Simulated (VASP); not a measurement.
W, 2 atoms in the cell. The structure is hexagonal, space group P6_3/mmc (No. 194). Conventional cell: a = 2.913 Å, b = 2.913 Å, c = 4.729 Å, α = 90.00°, β = 90.00°, γ = 120.00°. W (site symmetry -6m2) has 12 W at 2.90 to 2.91 Å within 3.8 Å. This isn't the form of W at room conditions, which is bcc.

| Quantity | Value |
| --- | --- |
| Program | VASP 6.6.1 |
| Task | relaxation of cell and atoms |
| Functional | PBEsol |
| Potentials or basis | VASP PAW PBE potentials, release 64 (W_sv) |
| Cutoff | 600 eV |
| k mesh | 6 × 6 × 4 |
| Occupations | gaussian, width 0.1 eV |
| Spin | no spin polarisation |
| Dipole correction | no |
| Further INCAR settings | ALGO = Normal; EDIFF = 1e-06; IBRION = 2; EDIFFG = -0.04; NSW = 90; ISIF = 3 |

Potentials or basis: VASP PAW PBE potentials, release 64 (W_sv).

Launch:

```sh
$ cat potpaw_PBE.64/W_sv/POTCAR > POTCAR
$ mpirun -np 1 vasp_std > vasp.out
```

Hardware: 1 thread of Intel Xeon 8259CL, on a shared host.

Estimate the wall time of this run.

Run time: 2.7 min on 1 thread of Intel Xeon 8259CL, with other jobs on the host, peak memory 0.18 GiB. Counts: scf iterations 93, k points 21, ion steps 13.
